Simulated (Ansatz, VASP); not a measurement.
## Al: VASP beside Ansatz

```xyz
4
Lattice="3.0114 0.0000 0.0000 -1.5057 2.6079 0.0000 0.0000 0.0000 11.2371" Properties=species:S:1:pos:R:3 pbc="T T T"
Al    0.0000    0.0000    0.0000
Al    0.0000    1.7386    2.8093
Al    0.0000    0.0000    5.6185
Al    1.5057    0.8693    8.4278
```

Alike in both runs: task single point; functional PBE; dispersion D3(BJ); k mesh 18 × 18 × 4; occupations gaussian, width 0.15 eV; no spin polarisation.

```csv
,VASP,Ansatz
version,VASP 6.6.1,Ansatz 0.2.0
potentials or method,"VASP PAW PBE potentials, release 64 (Al), cutoff 520 eV","scalar-relativistic, plane waves, PAW"
valence electrons in the cell,12,12
```

|  | VASP | Ansatz | Ansatz less VASP |
| --- | --- | --- | --- |
| gap on the k mesh at the Fermi level (eV) | none | none | - |
| pressure (GPa) | -12.2 | -12.2 | +0.01 |
| traceless stress, the component that is largest in VASP (GPa) | -0.37 | -0.37 | -0.004 |

A gap of «none» marks a metal or a gap that the smearing closes.
